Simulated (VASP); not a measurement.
Write the native input for VASP 6.6.1 that does the following.

```
Task                   : single point
Functional             : PBEsol
Potentials or basis    : VASP PAW PBE potentials, release 64 (Ge_d)
Cutoff                 : 520 eV
k mesh                 : 10 × 10 × 5
Occupations            : fermi-dirac, width 0.05 eV
Spin                   : no spin polarisation
Dipole correction      : no
Further INCAR settings : ALGO = Normal; EDIFF = 1e-06; NBANDS = 21
```

The structure of Ge lies in POSCAR:

```
Ge
1.0
    1.4880530000     -2.5946900000      0.0000000000
    1.4880530000      2.5946900000      0.0000000000
    0.0000000000      0.0000000000      4.7275960000
Ge
2
Direct
    0.6665530000      0.3334470000      0.2500000000
    0.3334470000      0.6665530000      0.7500000000
```

The input as run:

INCAR

```
PREC = Accurate ; ENCUT = 520
EDIFF = 1E-6 ; ISMEAR = -1
SIGMA = 0.05 ; LREAL = False
LASPH = True ; NELM = 80
ALGO = Normal ; ISIF = 2
LWAVE = False ; LCHARG = True
GGA = PS ; LELF = True
LVHAR = True ; NBANDS = 21
```

KPOINTS

```
Automatic mesh
0
Gamma
  10 10 5
```

Potentials or basis: VASP PAW PBE potentials, release 64 (Ge_d).

Run with:

```sh
$ cat potpaw_PBE.64/Ge_d/POTCAR > POTCAR
$ mpirun -np 1 vasp_std > vasp.out
```

It gave:

```json
{"Pressure": "0.0 GPa", "Largest force": "0.004 eV/Å", "Band gap on the k mesh": "zero (band 14 reaches 13.73 eV, above the bottom of band 15 at 4.55 eV)"}
```

Caveat: the PAW data sets were made with another functional, which shifts forces and pressure a little.

It took 18 s on 1 thread of Intel(R) Xeon(R) 6975P-C (Granite Rapids), with other jobs on the host, peak memory 0.19 GiB.
